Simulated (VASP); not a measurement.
# GaGe (F-43m) in VASP: a series of runs, part 3 of 3

VASP 6.6.1. The steps go on from the part before.

## 4. Single point, LDA

This run uses another cell than the first one, of 25.31 Å³/atom, 1.040 times its volume.

INCAR

```
SYSTEM = GaGe
PREC = Accurate ; ENCUT = 520
EDIFF = 1E-7 ; ISMEAR = -1
SIGMA = 0.05 ; LREAL = .False.
LASPH = .True. ; NELM = 80
ALGO = Normal ; ISIF = 2
LWAVE = .False. ; LCHARG = .False.
NBANDS = 20
```

KPOINTS

```
Automatic mesh
0
Gamma
  8 8 8
  0 0 0
```

POSCAR

```
GaGe
1.0
    0.0000000000      2.9359778994      2.9359778994
    2.9359778994      0.0000000000      2.9359778994
    2.9359778994      2.9359778994      0.0000000000
Ge Ga
1 1
Direct
    0.0000000000      0.0000000000      0.0000000000
    0.2500000000      0.2500000000      0.2500000000
```

Potentials or basis: VASP PAW LDA potentials, release 64 (Ge_d, Ga_d).

Launch:

```
$ cat potpaw_LDA.64/Ge_d/POTCAR potpaw_LDA.64/Ga_d/POTCAR > POTCAR
$ mpirun -np 1 vasp_std > vasp.out
```

OUTCAR:

```text
SYSTEM = GaGe
   PREC = Accurate
   ENCUT = 520
   EDIFF = 1E-7
   ISMEAR = -1
   LREAL = .False.
   LASPH = .True.
   NELM = 80
   ISIF = 2

 ion  position               nearest neighbor table
   1  0.000  0.000  0.000-   2 2.54   2 2.54   2 2.54   2 2.54
   2  0.250  0.250  0.250-   1 2.54   1 2.54   1 2.54   1 2.54

  LATTYP: Found a face centered cubic cell.
 ALAT       =     5.8719557988

  Lattice vectors:

 A1 = (   0.0000000000,   2.9359778994,   2.9359778994)
 A2 = (   2.9359778994,   0.0000000000,   2.9359778994)
 A3 = (   2.9359778994,   2.9359778994,   0.0000000000)

Analysis of symmetry for initial positions (statically):
=====================================================================
 Subroutine PRICEL returns:
 Original cell was already a primitive cell.

 Routine SETGRP: Setting up the symmetry group for a
 face centered cubic supercell.

 Subroutine GETGRP returns: Found 24 space group operations
 (whereof 24 operations were pure point group operations)
 out of a pool of 48 trial point group operations.

The static configuration has the point symmetry T_d .

Analysis of symmetry for dynamics (positions and initial velocities):
=====================================================================
 Subroutine PRICEL returns:
 Original cell was already a primitive cell.

 Routine SETGRP: Setting up the symmetry group for a
 face centered cubic supercell.

 Subroutine GETGRP returns: Found 24 space group operations
 (whereof 24 operations were pure point group operations)
 out of a pool of 48 trial point group operations.

The dynamic configuration has the point symmetry T_d .

 Subroutine INISYM returns: Found 24 space group operations
 (whereof 24 operations are pure point group operations),
 and found     1 'primitive' translations

----------------------------------------------------------------------------------------

                                     Primitive cell

  volume of cell :      50.6161

  direct lattice vectors                    reciprocal lattice vectors
     0.000000000  2.935977899  2.935977899    -0.170301009  0.170301009  0.170301009
     2.935977899  0.000000000  2.935977899     0.170301009 -0.170301009  0.170301009
     2.935977899  2.935977899  0.000000000     0.170301009  0.170301009 -0.170301009

  length of vectors
     4.152099764  4.152099764  4.152099764     0.294970001  0.294970001  0.294970001

  position of ions in fractional coordinates (direct lattice)
     0.000000000  0.000000000  0.000000000
     0.250000000  0.250000000  0.250000000

  ion indices of the primitive-cell ions
   primitive index   ion index
                 1           1
                 2           2

----------------------------------------------------------------------------------------

 KPOINTS: Automatic mesh

Automatic generation of k-mesh.
 Grid dimensions read from file:
 generate k-points for:    8    8    8

 Generating k-lattice:

  Cartesian coordinates                     Fractional coordinates (reciprocal lattice)
    -0.021287626  0.021287626  0.021287626     0.125000000  0.000000000  0.000000000
     0.021287626 -0.021287626  0.021287626     0.000000000  0.125000000  0.000000000
     0.021287626  0.021287626 -0.021287626     0.000000000  0.000000000  0.125000000

  Length of vectors
     0.036871250  0.036871250  0.036871250

  Shift w.r.t. Gamma in fractional coordinates (k-lattice)
     0.000000000  0.000000000  0.000000000

 Subroutine IBZKPT returns following result:
 ===========================================

 Found     29 irreducible k-points:

 Following reciprocal coordinates:
            Coordinates               Weight
  0.000000  0.000000  0.000000      1.000000
  0.125000  0.000000  0.000000      8.000000
  0.250000  0.000000  0.000000      8.000000
  0.375000  0.000000  0.000000      8.000000
  0.500000  0.000000  0.000000      4.000000
  0.125000  0.125000  0.000000      6.000000
[... 16 lines left out ...]
  0.500000  0.250000  0.125000     48.000000
 -0.375000  0.250000  0.125000     24.000000
 [... further k-points ...]
   k-points           NKPTS =     29   k-points in BZ     NKDIM =     29   number of bands    NBANDS=     20
   number of dos      NEDOS =    301   number of ions     NIONS =      2
   total plane-waves  NPLWV =  32768
   dimension x,y,z NGX =    32 NGY =   32 NGZ =   32
   dimension x,y,z NGXF=    64 NGYF=   64 NGZF=   64
   ions per type =               1   1
   NGX,Y,Z   is equivalent  to a cutoff of  12.81, 12.81, 12.81 a.u.
   NGXF,Y,Z  is equivalent  to a cutoff of  25.62, 25.62, 25.62 a.u.
 SYSTEM =  GaGe
   PREC   = accura    normal or accurate (medium, high low for compatibility)
   ISTART =      0    job   : 0-new  1-cont  2-samecut
   ICHARG =      2    charge: 1-file 2-atom 10-const
   ISPIN  =      1    spin polarized calculation?
   LNONCOLLINEAR =      F non collinear calculations
   LSORBIT =      F    spin-orbit coupling
   LASPH  =      T    aspherical Exc in radial PAW
   ENCUT  =  520.0 eV  38.22 Ry    6.18 a.u.   7.72  7.72  7.72*2*pi/ulx,y,z
   NELM   =     80;   NELMIN=  2; NELMDL= -5     # of ELM steps
   EDIFF  = 0.1E-06   stopping-criterion for ELM
   LREAL  =      F    real-space projection
   EDIFFG = 0.1E-05   stopping-criterion for IOM
   NSW    =      0    number of steps for IOM
   IBRION =     -1    ionic relax: 0-MD 1-quasi-New 2-CG
   NFREE  =      0    steps in history (QN), initial steepest desc. (CG)
   ISIF   =      2    stress and relaxation
   ISYM   =      2    0-nonsym 1-usesym 2-fastsym
   POTIM  = 0.5000    time-step for ionic-motion
   TEBEG  =    0.0;   TEEND  =   0.0 temperature during run
   PSTRESS=    0.0 pullay stress
   NELECT =      27.0000    total number of electrons
   NUPDOWN=      -1.0000    fix difference up-down
   EMIN   =  10.00;   EMAX   =-10.00  energy-range for DOS
   EFERMI =   0.00;   METHOD = LEGACY
   ISMEAR =    -1;   SIGMA  =   0.05  broadening in eV -4-tet -1-fermi 0-gaus
   EFERMI_NEDOS =   21; number of points for ismear=-14 and -15
   IALGO  =     38    algorithm
   IMIX   =      4    mixing-type and parameters
     AMIX     =   0.40;   BMIX     =  1.00
     AMIX_MAG =   1.60;   BMIX_MAG =  1.00
  volume/ion in A,a.u.               =      25.31       170.79
  Fermi-wavevector in a.u.,A,eV,Ry     =   1.327700  2.508989 23.984179  1.762787
  Thomas-Fermi vector in A             =   2.456993
   LORBIT       =      0    0 simple, 1 ext, 2 COOP (PROOUT), +10 PAW based schemes
   GGA     = CA    functional components
   LHFCALC =     F    Hartree Fock is set to
   AEXX    =    0.0000 exact exchange contribution
   IVDW    =     0    specifies the selected vdW correction
   LEPSILON=     F    determine dielectric tensor
   LRPA    =     F    only Hartree local field effects (RPA)
 non-spin polarized calculation
  energy-cutoff  :      520.00
  volume of cell :       50.62
 maximum number of plane-waves:      1380
   NGX = 15   NGY = 15   NGZ = 15

 number of electron      26.9999988 magnetization

 Free energy of the ion-electron system (eV)
  ---------------------------------------------------
  ext. energy  EPLUGINS =         0.00000000
  ---------------------------------------------------
  free energy    TOTEN  =        -8.33359265 eV

  energy without entropy =       -8.32475494  energy(sigma->0) =       -8.32917380

 E-fermi :   2.5227     XC(G=0):  -9.7166

 val. band max:        2.2990386982   @ k =   0.2500   0.2500   0.0000
 cond. band min:       2.5613670488   @ k =   0.5000   0.1250   0.0000
 fundamental gap:      0.2623283505
 Fermi energy:         2.5226613012

 k-point     1 :       0.0000    0.0000    0.0000
  band No.  band energies     occupation
      1     -21.5492      2.00000
      2     -21.5492      2.00000
      3     -21.5492      2.00000
      4     -21.5317      2.00000
      5     -21.5317      2.00000
      6     -11.9119      2.00000
[... 12 lines left out ...]
     19       9.9148      0.00000
     20      13.1644      0.00000

 k-point     2 :       0.1250    0.0000    0.0000
  band No.  band energies     occupation
      1     -21.5492      2.00000
      2     -21.5489      2.00000
      3     -21.5489      2.00000
      4     -21.5316      2.00000
      5     -21.5316      2.00000
      6     -11.9152      2.00000
[... 498 lines left out ...]
 k-point    24 :      -0.3750    0.2500    0.1250
  band No.  band energies     occupation
      1     -21.5488      2.00000
      2     -21.5475      2.00000
      3     -21.5459      2.00000
      4     -21.5316      2.00000
      5     -21.5305      2.00000
      6     -11.9386      2.00000
[... 12 lines left out ...]
     19      11.4017      0.00000
     20      14.2001      0.00000

 [... further k-points ...]

------------------------ aborting loop because EDIFF is reached ----------------------------------------

  FORCE on cell =-STRESS in cart. coord.  units (eV):
  Direction    XX          YY          ZZ          XY          YZ          ZX
  --------------------------------------------------------------------------------------
  -------------------------------------------------------------------------------------
  Total       -1.7284927     -1.7284927     -1.7284927     -0.0000000     -0.0000000      0.0000000
  in kB      -54.7129080    -54.7129080    -54.7129080     -0.0000000     -0.0000000      0.0000000
  external PRESSURE =     -54.7129080 kB  Pullay stress =       0.0000000 kB

 VOLUME and BASIS-vectors are now :
 -----------------------------------------------------------------------------
  energy-cutoff  :      520.00
  volume of cell :       50.62
      direct lattice vectors                 reciprocal lattice vectors
     0.000000000  2.935977899  2.935977899    -0.170301009  0.170301009  0.170301009
     2.935977899  0.000000000  2.935977899     0.170301009 -0.170301009  0.170301009
     2.935977899  2.935977899  0.000000000     0.170301009  0.170301009 -0.170301009

 POSITION                                       TOTAL-FORCE (eV/Angst)
 -----------------------------------------------------------------------------------
      0.00000      0.00000      0.00000        -0.000000     -0.000000     -0.000000
      1.46799      1.46799      1.46799         0.000000      0.000000      0.000000
 -----------------------------------------------------------------------------------
    total drift:                               -0.000000     -0.000000     -0.000000

  FREE ENERGIE OF THE ION-ELECTRON SYSTEM (eV)
  ---------------------------------------------------
  free  energy   TOTEN  =        -8.3335926517 eV

  energy  without entropy=       -8.3247549411  energy(sigma->0) =       -8.32917380
```

stdout:

```text
POSCAR found type information on POSCAR GeGa
 POSCAR found :  2 types and       2 ions
 scaLAPACK will be used
 LDA part: xc-table for (Slater(with rela. corr.)+CA(PZ))
 , standard interpolation
 POSCAR, INCAR and KPOINTS ok, starting setup
 FFT: planning ... GRIDC
 FFT: planning ... GRID_SOFT
 FFT: planning ... GRID
 WAVECAR not read
 entering main loop
```

It took 8.9 s on 1 thread of Intel Xeon 6975P-C (Granite Rapids), shared host; peak memory 0.17 GiB.

What came out:

- Free energy: -8.3336 eV
- Pressure: -5.5 GPa

Levels at points of the mesh, in eV from the Fermi level:
```
           k point  band 10  band 11  band 12  band 13  band 14  band 15  band 16  band 17  band 18  band 19
(0.00, 0.00, 0.00)   -14.38   -10.35     1.53     1.61     1.61     1.61     4.26     4.26     4.26     7.39
(0.50, 0.00, 0.00)   -14.38    -8.50    -5.28     0.36     0.36     1.79     5.24     5.24     8.02    10.95
(0.50, 0.50, 0.00)   -14.37    -7.50    -5.75    -1.19    -1.19     2.26     2.34    10.55    10.55    11.68
```

## 5. The runs side by side

```tsv
cell	gap on the mesh (eV)	pressure (GPa)
a = 4.098 Å, angles 60.0°, 2 atoms	none	-4.0
a = 4.125 Å, angles 60.0°, 2 atoms	none	-4.8
a = 4.152 Å, angles 60.0°, 2 atoms	none	-5.5
```

Alike in all rows: task single point; level LDA; potentials or basis VASP PAW LDA potentials, release 64 (Ge_d, Ga_d); no spin polarisation; k mesh 8 × 8 × 8; cutoff (eV) 520; smearing fermi-dirac 0.05 eV.

Absolute energies hang on the potentials; compare differences alone.
